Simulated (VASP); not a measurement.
A run of VASP 6.6.1:

INCAR

```
SYSTEM = La2Zr3O
PREC = Accurate
ENCUT = 600
EDIFF = 1E-7
ISMEAR = 0
SIGMA = 0.1
LREAL = .FALSE.
LASPH = .TRUE.
NELM = 60
ALGO = Normal
ISIF = 3
LWAVE = .FALSE.
LCHARG = .FALSE.
GGA = PE
IBRION = 2
NSW = 90
EDIFFG = -0.04
```

Contents of KPOINTS:

```
regular mesh
0
G
  3 3 4
  0 0 0
```

The input POSCAR:

```
La2Zr3O
1.0
    5.7807811300      0.0000000000      0.0000000000
   -2.8903905700      5.0063033200      0.0000000000
    0.0000000000      0.0000000000      4.2695786400
La Zr O
2 3 1
Direct
    0.6666666700      0.3333333300      0.4961477200
    0.3333333300      0.6666666700      0.4961477200
    0.0000000000      0.5000000000      0.9950230700
    0.5000000000      0.0000000000      0.9950230700
    0.5000000000      0.5000000000      0.9950230700
    0.0000000000      0.0000000000      0.1926302600
```

Potentials or basis: VASP PAW PBE potentials, release 64 (La, Zr_sv, O).

The run is started by

```sh
$ cat potpaw_PBE.64/La/POTCAR potpaw_PBE.64/Zr_sv/POTCAR potpaw_PBE.64/O/POTCAR > POTCAR
$ mpirun -np 1 vasp_std > vasp.out
```

Hardware: 1 thread of Intel Xeon 8259CL, on a shared host.

Task: How long does it take, and how much memory?

Result: It took 55 min on 1 thread of Intel Xeon 8259CL, on a shared host, peak memory 0.33 GiB. Counts: scf iterations 343, k points 9, ion steps 25.
